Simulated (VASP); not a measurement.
# Si12Mo5 in VASP: single point with PBEsol

Aim: the single point of Si12Mo5 with PBEsol.

All numbers are computed with VASP 6.6.1; they aren't measurements. Logs are shortened: lines on timing, memory, paths and dates and some standing lists are left out, and cuts for length are marked.

## 1. The cell of the first run

The cell holds a slab with vacuum, 17 atoms: a = 4.511 Å, b = 4.515 Å, c = 25.435 Å, α = 90.00°, β = 90.00°, γ = 90.00°.

## 2. Single point, PBEsol

Contents of INCAR:

```
  PREC = Accurate
  ENCUT = 520
  EDIFF = 1E-6
  ISMEAR = 0
  SIGMA = 0.1
  LREAL = Auto
  LASPH = T
  NELM = 100
  ALGO = Normal
  ISIF = 2
  LWAVE = F
  LCHARG = F
  LDIPOL = T
  IDIPOL = 3
  DIPOL = 0.5 0.5 0.500
  GGA = PS
  NBANDS = 73
```

Contents of KPOINTS:

```
regular mesh
0
Gamma
  8 8 1
```

Contents of POSCAR:

```
Si12Mo5
1.0
    4.5114404978      0.0000000000      0.0000000000
    0.0000000000      4.5146191219      0.0000000000
    0.0000000000      0.0000000000     25.4346623742
Si Mo
12 5
Direct
    0.5000000000      0.7683474670      0.3041150183
    0.0000000000      0.5024219768      0.3219131622
    0.0000000000     -0.0001134653      0.3649507082
    0.5000000000      0.7555837530      0.4004150627
    0.5000000000      0.2524758462      0.4481832226
    0.0000000000      0.9966377874      0.4732381607
    0.0000000000      0.5012507944      0.5267618481
    0.5000000000      0.2454126768      0.5518167755
    0.5000000000      0.7423047822      0.5995849304
    0.0000000000      0.4980019834      0.6350492845
    0.0000000000     -0.0045334729      0.6780868597
    0.5000000000      0.7295409622      0.6958849716
    0.5000000000      0.2588213036      0.3482696374
    0.0000000000      0.4997618277      0.4233178341
    0.5000000000      0.7489442894      0.4999999931
    0.0000000000      0.9981268008      0.5766821861
    0.5000000000      0.2390671309      0.6517303449
```

Potentials or basis: VASP PAW PBE potentials, release 64 (Si, Mo_sv).

Started as:

```
> cat potpaw_PBE.64/Si/POTCAR potpaw_PBE.64/Mo_sv/POTCAR > POTCAR
> mpirun -np 1 vasp_std > vasp.out
```

OUTCAR:

```text
PREC = Accurate
   ENCUT = 520
   EDIFF = 1E-6
   ISMEAR = 0
   LREAL = Auto
   LASPH = T
   NELM = 100
   ISIF = 2
   GGA = PS

 ion  position               nearest neighbor table
   1  0.500  0.768  0.304-   4 2.45  13 2.48  13 2.56   2 2.60   2 2.60   3 2.93   3 2.93
   2  0.000  0.502  0.322-   3 2.50   3 2.52  14 2.58   1 2.60   1 2.60  13 2.60  13 2.60
   3  0.000  1.000  0.365-   2 2.50   2 2.52  13 2.58  13 2.58   4 2.67   4 2.67  14 2.70  14 2.70
                             6 2.75   1 2.93   1 2.93
   4  0.500  0.756  0.400-   1 2.45  15 2.53   5 2.55   5 2.58  14 2.60  14 2.60  13 2.61  13 2.63
                             3 2.67   3 2.67   6 3.12   6 3.12
   5  0.500  0.252  0.448-  13 2.54   4 2.55   4 2.58  14 2.60  14 2.60  15 2.60   6 2.61   6 2.61
                            15 2.63   8 2.64
   6  0.000  0.997  0.473-  14 2.58  14 2.60  15 2.61  15 2.61   5 2.61   5 2.61   7 2.62  16 2.63
                             7 2.65   3 2.75   4 3.12   4 3.12
   7  0.000  0.501  0.527-  16 2.58  16 2.60  15 2.61  15 2.61   8 2.61   8 2.61   6 2.62  14 2.63
                             6 2.65  10 2.75   9 3.12   9 3.12
   8  0.500  0.245  0.552-  17 2.54   9 2.55   9 2.58  16 2.60  16 2.60  15 2.60   7 2.61   7 2.61
                            15 2.63   5 2.64
   9  0.500  0.742  0.600-  12 2.45  15 2.53   8 2.55   8 2.58  16 2.60  16 2.60  17 2.61  17 2.63
                            10 2.67  10 2.67   7 3.12   7 3.12
  10  0.000  0.498  0.635-  11 2.50  11 2.52  17 2.58  17 2.58   9 2.67   9 2.67  16 2.70  16 2.70
                             7 2.75  12 2.93  12 2.93
  11  0.000  0.995  0.678-  10 2.50  10 2.52  16 2.58  12 2.60  12 2.60  17 2.60  17 2.60
  12  0.500  0.730  0.696-   9 2.45  17 2.48  17 2.56  11 2.60  11 2.60  10 2.93  10 2.93
  13  0.500  0.259  0.348-   1 2.48   5 2.54   1 2.56   3 2.58   3 2.58   2 2.60   2 2.60   4 2.61
                             4 2.63  14 3.15  14 3.15
  14  0.000  0.500  0.423-   6 2.58   2 2.58   5 2.60   5 2.60   4 2.60   4 2.60   6 2.60   7 2.63
                             3 2.70   3 2.70  13 3.15  13 3.15  15 3.19  15 3.19
  15  0.500  0.749  0.500-   4 2.53   9 2.53   8 2.60   5 2.60   6 2.61   6 2.61   7 2.61   7 2.61
                             5 2.63   8 2.63  14 3.19  14 3.19  16 3.19  16 3.19
  16  0.000  0.998  0.577-   7 2.58  11 2.58   8 2.60   8 2.60   9 2.60   9 2.60   7 2.60   6 2.63
                            10 2.70  10 2.70  17 3.15  17 3.15  15 3.19  15 3.19
  17  0.500  0.239  0.652-  12 2.48   8 2.54  12 2.56  10 2.58  10 2.58  11 2.60  11 2.60   9 2.61
                             9 2.63  16 3.15  16 3.15

  LATTYP: Found a simple orthorhombic cell.
 ALAT       =     4.5114404978
 B/A-ratio  =     1.0007045697
 C/A-ratio  =     5.6378139946

  Lattice vectors:

 A1 = (   4.5114404978,   0.0000000000,   0.0000000000)
 A2 = (   0.0000000000,   4.5146191219,   0.0000000000)
 A3 = (   0.0000000000,   0.0000000000,  25.4346623742)

Analysis of symmetry for initial positions (statically):
=====================================================================
 Subroutine PRICEL returns:
 Original cell was already a primitive cell.

 Routine SETGRP: Setting up the symmetry group for a
 simple orthorhombic supercell.

 Subroutine GETGRP returns: Found  4 space group operations
 (whereof  2 operations were pure point group operations)
 out of a pool of  8 trial point group operations.

The static configuration has the point symmetry C_1h.
 The point group associated with its full space group is C_2h.

Analysis of symmetry for dynamics (positions and initial velocities):
=====================================================================
 Subroutine PRICEL returns:
 Original cell was already a primitive cell.

 Routine SETGRP: Setting up the symmetry group for a
 simple orthorhombic supercell.

 Subroutine GETGRP returns: Found  4 space group operations
 (whereof  2 operations were pure point group operations)
 out of a pool of  8 trial point group operations.

The dynamic configuration has the point symmetry C_1h.
 The point group associated with its full space group is C_2h.

 Subroutine INISYM returns: Found  4 space group operations
 (whereof  2 operations are pure point group operations),
 and found     1 'primitive' translations

----------------------------------------------------------------------------------------

                                     Primitive cell

  volume of cell :     518.0388

  direct lattice vectors                    reciprocal lattice vectors
[... 57 lines left out ...]
     0.027707337  0.000000000  0.000000000     0.125000000  0.000000000  0.000000000
     0.000000000  0.027687829  0.000000000     0.000000000  0.125000000  0.000000000
     0.000000000  0.000000000  0.039316425     0.000000000  0.000000000  1.000000000

  Length of vectors
     0.027707337  0.027687829  0.039316425

  Shift w.r.t. Gamma in fractional coordinates (k-lattice)
     0.000000000  0.000000000  0.000000000

 Subroutine IBZKPT returns following result:
 ===========================================

 Found     25 irreducible k-points:

 Following reciprocal coordinates:
            Coordinates               Weight
  0.000000  0.000000  0.000000      1.000000
  0.125000  0.000000  0.000000      2.000000
  0.250000  0.000000  0.000000      2.000000
  0.375000  0.000000  0.000000      2.000000
  0.500000  0.000000  0.000000      1.000000
  0.000000  0.125000  0.000000      2.000000
[... 16 lines left out ...]
  0.250000  0.500000  0.000000      2.000000
  0.375000  0.500000  0.000000      2.000000
   k-points           NKPTS =     25   k-points in BZ     NKDIM =     25   number of bands    NBANDS=     73
   number of dos      NEDOS =    301   number of ions     NIONS =     17
   total plane-waves  NPLWV = 248832
   dimension x,y,z NGX =    36 NGY =   36 NGZ =  192
   dimension x,y,z NGXF=    72 NGYF=   72 NGZF=  384
   ions per type =              12   5
   NGX,Y,Z   is equivalent  to a cutoff of  13.27, 13.26, 12.55 a.u.
   NGXF,Y,Z  is equivalent  to a cutoff of  26.53, 26.51, 25.10 a.u.
 SYSTEM =  unknown system
   PREC   = accura    normal or accurate (medium, high low for compatibility)
   ISTART =      0    job   : 0-new  1-cont  2-samecut
   ICHARG =      2    charge: 1-file 2-atom 10-const
   ISPIN  =      1    spin polarized calculation?
   LNONCOLLINEAR =      F non collinear calculations
   LSORBIT =      F    spin-orbit coupling
   LASPH  =      T    aspherical Exc in radial PAW
   ENCUT  =  520.0 eV  38.22 Ry    6.18 a.u.   8.39  8.39 47.29*2*pi/ulx,y,z
   NELM   =    100;   NELMIN=  2; NELMDL= -5     # of ELM steps
   EDIFF  = 0.1E-05   stopping-criterion for ELM
   LREAL  =      T    real-space projection
   EDIFFG = 0.1E-04   stopping-criterion for IOM
   NSW    =      0    number of steps for IOM
[... 5 lines left out ...]
   TEBEG  =    0.0;   TEEND  =   0.0 temperature during run
   PSTRESS=    0.0 pullay stress
   NELECT =     118.0000    total number of electrons
   NUPDOWN=      -1.0000    fix difference up-down
   EMIN   =  10.00;   EMAX   =-10.00  energy-range for DOS
   EFERMI =   0.00;   METHOD = LEGACY
   ISMEAR =     0;   SIGMA  =   0.10  broadening in eV -4-tet -1-fermi 0-gaus
   EFERMI_NEDOS =   21; number of points for ismear=-14 and -15
   IALGO  =     38    algorithm
   IMIX   =      4    mixing-type and parameters
     AMIX     =   0.40;   BMIX     =  1.00
     AMIX_MAG =   1.60;   BMIX_MAG =  1.00
  volume/ion in A,a.u.               =      30.47       205.64
  Fermi-wavevector in a.u.,A,eV,Ry     =   0.999804  1.889355 13.600484  0.999607
  Thomas-Fermi vector in A             =   2.132118
   LORBIT       =      0    0 simple, 1 ext, 2 COOP (PROOUT), +10 PAW based schemes
   GGA     = PS    functional components
   LHFCALC =     F    Hartree Fock is set to
   AEXX    =    0.0000 exact exchange contribution
   IVDW    =     0    specifies the selected vdW correction
   LEPSILON=     F    determine dielectric tensor
   LRPA    =     F    only Hartree local field effects (RPA)
 non-spin polarized calculation
 Gauss-broadening in eV      SIGMA  =   0.10
  energy-cutoff  :      520.00
  volume of cell :      518.04
 maximum number of plane-waves:     14003
 NGX is ok and might be reduce to    36
   NGX = 17   NGY = 17   NGZ = 95

 number of electron     118.0000011 magnetization

 dipolmoment           0.000000      0.000000      0.000029 electrons x Angstroem

 Free energy of the ion-electron system (eV)
  ---------------------------------------------------
  ext. energy  EPLUGINS =         0.00000000
  ---------------------------------------------------
  free energy    TOTEN  =      -131.95617669 eV

  energy without entropy =     -131.93701322  energy(sigma->0) =     -131.94659496

 E-fermi :   2.7707     XC(G=0):  -6.2031

 val. band max:        2.7296455215   @ k =   0.2500   0.5000   0.0000
 cond. band min:       2.7760973722   @ k =   0.0000   0.5000   0.0000
 fundamental gap:      0.0464518508
 Fermi energy:         2.7706885028

 k-point     1 :       0.0000    0.0000    0.0000
  band No.  band energies     occupation
      1     -57.6607      2.00000
      2     -57.6605      2.00000
      3     -57.6261      2.00000
      4     -57.5828      2.00000
      5     -57.5787      2.00000
      6     -31.9596      2.00000
[... 1765 lines left out ...]
     70       5.2214      0.00000
     71       5.6690      0.00000

 [... further k-points ...]

 [bands above 71 left out]

------------------------ aborting loop because EDIFF is reached ----------------------------------------

 vacuum level on the upper side and lower side of the slab       (xc-potential included)        -0.127        -0.127

  FORCE on cell =-STRESS in cart. coord.  units (eV):
  Direction    XX          YY          ZZ          XY          YZ          ZX
  --------------------------------------------------------------------------------------
  -------------------------------------------------------------------------------------
  Total       -5.0460794     -1.4602665      0.3655216      0.0000000     -0.0410108      0.0000000
  in kB      -15.6063856     -4.5162751      1.1304759      0.0000000     -0.1268372      0.0000000
  external PRESSURE =      -6.3307283 kB  Pullay stress =       0.0000000 kB

 VOLUME and BASIS-vectors are now :
 -----------------------------------------------------------------------------
  energy-cutoff  :      520.00
  volume of cell :      518.04
      direct lattice vectors                 reciprocal lattice vectors
     4.511440498  0.000000000  0.000000000     0.221658692  0.000000000  0.000000000
     0.000000000  4.514619122  0.000000000     0.000000000  0.221502628  0.000000000
     0.000000000  0.000000000 25.434662374     0.000000000  0.000000000  0.039316425

 POSITION                                       TOTAL-FORCE (eV/Angst)
 -----------------------------------------------------------------------------------
      2.25572      3.46880      7.73506         0.000000     -0.000363     -0.025948
      0.00000      2.26824      8.18775         0.000000      0.005218     -0.014562
      0.00000      4.51411      9.28240         0.000000     -0.004561      0.011504
      2.25572      3.41117     10.18442         0.000000      0.003277      0.003786
      2.25572      1.13983     11.39939         0.000000     -0.005444      0.015154
      0.00000      4.49944     12.03665         0.000000     -0.000377     -0.003203
[... 9 lines left out ...]
      0.00000      4.50616     14.66772         0.000000     -0.003630      0.006848
      2.25572      1.07930     16.57654         0.000000     -0.008447      0.019477
 -----------------------------------------------------------------------------------
    total drift:                                0.000000      0.001802      0.005417

  FREE ENERGIE OF THE ION-ELECTRON SYSTEM (eV)
  ---------------------------------------------------
  free  energy   TOTEN  =      -131.9561766920 eV

  energy  without entropy=     -131.9370132222  energy(sigma->0) =     -131.94659496

 vacuum level on the upper side and lower side of the slab         7.077         7.076
```

It took 15 min on 1 thread of Intel Xeon 6975P-C (Granite Rapids), shared host; peak memory 0.88 GiB.

What came out:

```
Free energy            : -131.9562 eV
Largest force          : 0.026 eV/Å
Band gap on the k mesh : zero (bands 59 and 60 overlap by 0.30 eV)
```

Forces on the atoms (eV/Å):
```
Si   0.000  0.000 -0.026
Si   0.000  0.005 -0.015
Si   0.000 -0.005  0.012
Si   0.000  0.003  0.004
Si   0.000 -0.005  0.015
Si   0.000  0.000 -0.003
Si   0.000  0.000  0.003
Si   0.000  0.005 -0.015
Si   0.000 -0.003 -0.004
Si   0.000  0.005 -0.012
Si   0.000 -0.005  0.015
Si   0.000  0.000  0.026
Mo   0.000  0.008 -0.019
Mo   0.000  0.004 -0.007
Mo   0.000  0.000  0.000
Mo   0.000 -0.004  0.007
Mo   0.000 -0.008  0.019
```

Caveat: the PAW data sets were made with another functional, which shifts forces and pressure a little.

The gap in the log of VASP goes by the Fermi energy; the results here count the filled bands.